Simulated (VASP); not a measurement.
# Ti2C: relaxation of shape and atoms at fixed volume with PBEsol

Ti2C:

```
Ti C
1.0
     1.56891    0.90581    4.96938
    -1.56891    0.90581    4.96938
     0.00000   -1.81162    4.96938
Ti C
2 1
Direct
  0.24339 0.24339 0.24339
  0.75661 0.75661 0.75661
  0.50000 0.50000 0.50000
```

```json
{
  "Program": "VASP 6.6.1",
  "Task": "relaxation of shape and atoms at fixed volume",
  "Functional": "PBEsol",
  "Potentials or basis": "VASP PAW PBE potentials, release 64 (Ti_sv, C)",
  "Cutoff": "600 eV",
  "k mesh": "18 × 18 × 18",
  "Occupations": "gaussian, width 0.1 eV",
  "Spin": "no spin polarisation",
  "Dipole correction": "no",
  "Further INCAR settings": "ALGO = Normal; EDIFF = 1e-06; IBRION = 2; EDIFFG = -0.01; NSW = 50; ISIF = 4"
}
```

The energy gained by relaxing is 3.0 meV/atom, the ionic steps are 5 and the pressure after relaxing is -10.7 GPa. The band gap on the k mesh is zero (bands 14 and 15 overlap by 0.89 eV).

The path:
```tsv
step	energy change (eV)	largest force (eV/Å)	pressure (GPa)	volume (Å³)
1	0.0000	0.3727	-12.70	42.37
2	-0.0079	0.0521	-11.22	42.37
3	-0.0081	0.0089	-10.96	42.37
4	-0.0090	0.0015	-10.78	42.37
5	-0.0091	0.0013	-10.71	42.37
```

Final structure:
```
Ti C
1.0
     1.56400    0.90298    5.00061
    -1.56400    0.90298    5.00061
     0.00000   -1.80596    5.00061
Ti C
2 1
Cartesian
  0.0000 0.0000 3.6280
  0.0000 0.0000 11.3738
  0.0000 0.0000 7.5009
```

Levels at points of the mesh, in eV from the Fermi level:
```tsv
k point	band 11	band 12	band 13	band 14	band 15	band 16	band 17	band 18
(0.00, 0.00, 0.00)	-2.61	-2.61	-2.11	0.44	0.44	0.90	1.76	1.76
(0.50, 0.00, 0.00)	-2.87	-2.52	-1.26	-0.78	0.06	1.88	2.56	2.59
(0.50, 0.50, 0.00)	-2.80	-2.63	-1.56	-0.73	0.74	2.31	2.61	2.63
(0.50, 0.50, 0.50)	-2.51	-2.51	-1.15	0.33	0.72	0.72	1.60	1.60
```

Run time: 47 min on 1 thread of AMD EPYC 9R45 (Zen 5), on a shared host, peak memory 0.63 GiB.

Caveat: the PAW data sets were made with another functional, which shifts forces and pressure a little.
